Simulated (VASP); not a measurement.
Here is a VASP 6.6.1 calculation.

File POSCAR:

```
Sb4As2Pb
1.0
    2.4347309096      4.2170776382      0.0000008777
   -2.4347309096      4.2170776382      0.0000008777
   -2.4347309096      1.4056905149      9.7591270473
Pb As Sb
1 2 4
Direct
    0.0000000000      0.0000000000      0.0000000000
    0.1281839572      0.7436320855      0.3845518717
    0.8718160428      0.2563679145      0.6154481283
    0.3863902448      0.2272195103      0.1591707345
    0.6136097552      0.7727804897      0.8408292655
    0.2219868467      0.5560263065      0.6659605402
    0.7780131533      0.4439736935      0.3340394598
```

The input INCAR.step1:

```
  PREC = Accurate
  ENCUT = 520
  ISMEAR = -1
  SIGMA = 0.0187
  LREAL = F
  LASPH = T
  NELM = 80
  NBANDS = 31
  GGA = PE
  ALGO = Normal
  EDIFF = 1E-4
  LWAVE = T
  LCHARG = F
```

File INCAR.step2:

```
  PREC = Accurate
  ENCUT = 520
  EDIFF = 1E-6
  ISMEAR = -1
  SIGMA = 0.0187
  LREAL = F
  LASPH = T
  NELM = 80
  ALGO = Normal
  ISIF = 2
  LWAVE = F
  LCHARG = F
  METAGGA = R2SCAN
  LMIXTAU = T
  NBANDS = 31
  ISTART = 1
```

File KPOINTS:

```
Automatic mesh
0
Gamma
  6 6 6
```

Potentials or basis: VASP PAW PBE potentials, release 64 (Pb_d, As, Sb).

Command:

```console
$ cat potpaw_PBE.64/Pb_d/POTCAR potpaw_PBE.64/As/POTCAR potpaw_PBE.64/Sb/POTCAR > POTCAR
$ cp INCAR.step1 INCAR
$ mpirun -np 1 vasp_std > vasp.out
$ cp INCAR.step2 INCAR
$ mpirun -np 1 vasp_std > vasp.out
```

Task: Estimate the band gap on the k mesh.

Result: Zero (bands 22 and 23 overlap by 1.04 eV).

Task: Predict the pressure.

Result: 0.0 GPa.

Task: Predict the largest force.

Result: 0.020 eV/Å.

Forces in eV/Å, atoms in the order of the input:
```
Pb   0.000  0.000  0.000
As   0.000  0.000 -0.020
As   0.000  0.000  0.020
Sb   0.000  0.000  0.004
Sb   0.000  0.000 -0.004
Sb   0.000  0.000  0.018
Sb   0.000  0.000 -0.018
```

Caveat: the PAW data sets were made with another functional, which shifts forces and pressure a little; spin-orbit coupling is left out, which moves the levels of the heavy elements.
